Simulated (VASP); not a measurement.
Set up this calculation in VASP 6.6.1, as the native input.

- Task: single point
- Functional: PBE
- Potentials or basis: VASP PAW PBE potentials, release 64 (Ta_pv, O, F)
- Cutoff: 520 eV
- k mesh: 16 × 16 × 12
- Occupations: gaussian, width 0.1 eV
- Spin: no spin polarisation
- Dipole correction: no
- Further INCAR settings: ALGO = Fast; EDIFF = 1e-06; NBANDS = 19

The structure of TaOF lies in POSCAR:

```
TaOF
1.0
    2.9838040233      0.0000000000      0.0000000000
    0.0000000000      2.9838040233      0.0000000000
    0.0000000000      0.0000000000      4.1854725930
Ta O F
1 1 1
Direct
    0.0000000000      0.0000000000      0.0000000000
    0.5000000000      0.5000000000      0.0000000000
    0.0000000000      0.0000000000      0.5000000000
```

The cell was generated, and may not be a known phase.

The input as run:

INCAR

```
PREC = Accurate
ENCUT = 520
EDIFF = 1E-6
ISMEAR = 0
SIGMA = 0.1
LREAL = F
LASPH = T
NELM = 100
ALGO = Fast
ISIF = 2
LWAVE = F
LCHARG = F
GGA = PE
NBANDS = 19
```

KPOINTS

```
Automatic mesh
0
Gamma
  16 16 12
```

Potentials or basis: VASP PAW PBE potentials, release 64 (Ta_pv, O, F).

Command:

```bash
$ cat potpaw_PBE.64/Ta_pv/POTCAR potpaw_PBE.64/O/POTCAR potpaw_PBE.64/F/POTCAR > POTCAR
$ mpirun -np 1 vasp_std > vasp.out
```

It gave:

* Pressure: 0.3 GPa
* Band gap on the k mesh: zero (bands 12 and 13 overlap by 3.59 eV)

Caveat: spin-orbit coupling is left out, which moves the levels of the heavy elements.

It took 2.5 min on 1 thread of Oxide Virtual Turin-like Processor, with other jobs on the host, peak memory 0.3 GiB.
